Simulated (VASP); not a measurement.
# Ir (P6_3/mmc) in VASP: further runs

The runs below take Ir through single point, with LDA.

Program: VASP 6.6.1. These are calculated values, not measurements. Logs are shortened: lines on timing, memory, paths and dates and some standing lists are left out, and cuts for length are marked.

### Step 1. The cell of the first run

The structure is hexagonal, space group P6_3/mmc (No. 194). The conventional cell has a = 2.809 Å, b = 2.809 Å, c = 4.555 Å, α = 90.00°, β = 90.00°, γ = 120.00°. Ir (site symmetry -6m2) has 12 Ir at 2.80 to 2.81 Å within 3.7 Å.

This isn't the form of Ir at room conditions, which is fcc.

### Step 2. Single point, LDA, collinear spin (15.57 Å³/atom)

INCAR

```
PREC = Accurate ; ENCUT = 520
EDIFF = 1E-6 ; ISMEAR = 0
SIGMA = 0.15 ; LREAL = False
LASPH = True ; NELM = 150
ALGO = Fast ; ISIF = 2
LWAVE = False ; LCHARG = False
ISPIN = 2 ; MAGMOM = 0.3 0.3
LORBIT = 11 ; NUPDOWN = 0.6
LMAXMIX = 4 ; GGA = CA
NBANDS = 20
```

KPOINTS

```
Automatic mesh
0
Gamma
  21 21 12
```

POSCAR

```
Ir
1.0
    2.8094117329      0.0000000000      0.0000000000
   -1.4047058664      2.4330219303      0.0000000000
    0.0000000000      0.0000000000      4.5551365798
Ir
2
Direct
    0.6666666667      0.3333333333      0.7500000000
    0.3333333333      0.6666666667      0.2500000000
```

Potentials or basis: VASP PAW LDA potentials, release 64 (Ir).

Launch:

```
$ cat potpaw_LDA.64/Ir/POTCAR > POTCAR
$ mpirun -np 1 vasp_std > vasp.out
```

OUTCAR:

```text
PREC = Accurate
   ENCUT = 520
   EDIFF = 1E-6
   ISMEAR = 0
   LREAL = False
   LASPH = True
   NELM = 150
   ISIF = 2
   ISPIN = 2
   LORBIT = 11
   NUPDOWN = 0.6
   GGA = CA

 ion  position               nearest neighbor table
   1  0.667  0.333  0.750-   2 2.80   2 2.80   2 2.80   2 2.80   2 2.80   2 2.80
   2  0.333  0.667  0.250-   1 2.80   1 2.80   1 2.80   1 2.80   1 2.80   1 2.80

  LATTYP: Found a hexagonal cell.
 ALAT       =     2.8094117329
 C/A-ratio  =     1.6213844793

  Lattice vectors:

 A1 = (   2.8094117329,   0.0000000000,   0.0000000000)
 A2 = (  -1.4047058664,   2.4330219303,   0.0000000000)
 A3 = (   0.0000000000,   0.0000000000,   4.5551365798)

Analysis of symmetry for initial positions (statically):
=====================================================================
 Subroutine PRICEL returns:
 Original cell was already a primitive cell.

 Routine SETGRP: Setting up the symmetry group for a
 hexagonal supercell.

 Subroutine GETGRP returns: Found 24 space group operations
 (whereof 12 operations were pure point group operations)
 out of a pool of 24 trial point group operations.

The static configuration has the point symmetry D_3d.
 The point group associated with its full space group is D_6h.

Analysis of symmetry for dynamics (positions and initial velocities):
=====================================================================
 Subroutine PRICEL returns:
 Original cell was already a primitive cell.

 Routine SETGRP: Setting up the symmetry group for a
 hexagonal supercell.

 Subroutine GETGRP returns: Found 24 space group operations
 (whereof 12 operations were pure point group operations)
 out of a pool of 24 trial point group operations.

The dynamic configuration has the point symmetry D_3d.
 The point group associated with its full space group is D_6h.

Analysis of structural, dynamic, and magnetic symmetry:
=====================================================================
 Subroutine PRICEL returns:
 Original cell was already a primitive cell.

 Routine SETGRP: Setting up the symmetry group for a
 hexagonal supercell.

 Subroutine GETGRP returns: Found 24 space group operations
 (whereof 12 operations were pure point group operations)
 out of a pool of 24 trial point group operations.

The overall configuration has the point symmetry D_3d.
 The point group associated with its full space group is D_6h.

 Subroutine INISYM returns: Found 24 space group operations
[... 118 lines left out ...]
  volume/ion in A,a.u.               =      15.57       105.06
  Fermi-wavevector in a.u.,A,eV,Ry     =   1.363781  2.577173 25.305468  1.859899
  Thomas-Fermi vector in A             =   2.490154
   LORBIT       =     11    0 simple, 1 ext, 2 COOP (PROOUT), +10 PAW based schemes
   GGA     = CA    functional components
   LHFCALC =     F    Hartree Fock is set to
   AEXX    =    0.0000 exact exchange contribution
   IVDW    =     0    specifies the selected vdW correction
   LEPSILON=     F    determine dielectric tensor
   LRPA    =     F    only Hartree local field effects (RPA)
 spin polarized calculation
 RMM-DIIS sequential band-by-band and
 Gauss-broadening in eV      SIGMA  =   0.15
  energy-cutoff  :      520.00
  volume of cell :       31.14
 maximum number of plane-waves:       852
 NGX is ok and might be reduce to    24
   NGX = 11   NGY = 11   NGZ = 17

 number of electron      18.0000003 magnetization       0.6000000

 Free energy of the ion-electron system (eV)
  ---------------------------------------------------
  ext. energy  EPLUGINS =         0.00000000
  ---------------------------------------------------
  free energy    TOTEN  =       -20.11317436 eV

  energy without entropy =      -20.08078308  energy(sigma->0) =      -20.09697872

 E-fermi :   8.6502     XC(G=0): -13.5909

 val. band max:        8.9132280026   @ k =   0.3810   0.0000   0.4167
 cond. band min:       8.6508512750   @ k =   0.1905   0.0952   0.4167
 fundamental gap:     -0.2623767277
 Fermi energy:         8.9145073038

 spin component 1

 k-point     1 :       0.0000    0.0000    0.0000
  band No.  band energies     occupation
      1      -1.4471      1.00000
      2       1.5171      1.00000
      3       5.2901      1.00000
      4       5.3959      1.00000
      5       5.3959      1.00000
      6       5.9563      1.00000
[... 541 lines left out ...]
     19      28.8820      0.00000
     20      30.3121      0.00000

 [... further k-points ...]

 spin component 2

 k-point     1 :       0.0000    0.0000    0.0000
  band No.  band energies     occupation
      1      -1.3715      1.00000
      2       1.6358      1.00000
      3       5.4543      1.00000
      4       5.5529      1.00000
      5       5.5529      1.00000
      6       6.1176      1.00000
[... 541 lines left out ...]
     19      28.9652      0.00000
     20      30.4070      0.00000

 [... further k-points ...]

------------------------ aborting loop because EDIFF is reached ----------------------------------------

  FORCE on cell =-STRESS in cart. coord.  units (eV):
  Direction    XX          YY          ZZ          XY          YZ          ZX
  --------------------------------------------------------------------------------------
  -------------------------------------------------------------------------------------
  Total       -6.1226482     -6.1226482     -6.3287924     -0.0000000      0.0000000      0.0000000
  in kB     -315.0555008   -315.0555008   -325.6631441     -0.0000000      0.0000000      0.0000000
  external PRESSURE =    -318.5913819 kB  Pullay stress =       0.0000000 kB

 VOLUME and BASIS-vectors are now :
 -----------------------------------------------------------------------------
  energy-cutoff  :      520.00
  volume of cell :       31.14
      direct lattice vectors                 reciprocal lattice vectors
     2.809411733  0.000000000  0.000000000     0.355946403  0.205505751  0.000000000
    -1.404705866  2.433021930  0.000000000     0.000000000  0.411011503  0.000000000
     0.000000000  0.000000000  4.555136580     0.000000000  0.000000000  0.219532386

 POSITION                                       TOTAL-FORCE (eV/Angst)
 -----------------------------------------------------------------------------------
      1.40471      0.81101      3.41635         0.000000     -0.000000      0.000000
     -0.00000      1.62201      1.13878        -0.000000      0.000000      0.000000
 -----------------------------------------------------------------------------------
    total drift:                               -0.000000      0.000000     -0.000000

  FREE ENERGIE OF THE ION-ELECTRON SYSTEM (eV)
  ---------------------------------------------------
  free  energy   TOTEN  =       -20.1131743633 eV

  energy  without entropy=      -20.0807830770  energy(sigma->0) =      -20.09697872

 total charge

# of ion       s       p       d       tot
------------------------------------------
    1        0.621   0.615   6.880   8.116
    2        0.621   0.615   6.880   8.116
--------------------------------------------------
tot          1.241   1.231  13.760  16.232

 magnetization (x)

# of ion       s       p       d       tot
------------------------------------------
    1        0.001   0.002   0.289   0.292
    2        0.001   0.002   0.289   0.292
--------------------------------------------------
tot          0.003   0.004   0.577   0.584
```

It took 2.1 min on 1 thread of Intel Xeon 6975P-C (Granite Rapids), shared host; peak memory 0.37 GiB.

Results:

```yaml
Free_energy: -20.1132 eV
Pressure: -31.9 GPa
Net_moment: 0.60 μB per cell
Site_moments: Ir +0.29 μB
Valence_electrons_inside_the_program's_atomic_spheres: Ir 8.12
```

Caveat: the cell stands under tension; spin-orbit coupling is left out, which moves the levels of the heavy elements; the total moment is fixed, so each spin has its own Fermi level.

(Continued in part 2 of 2.)
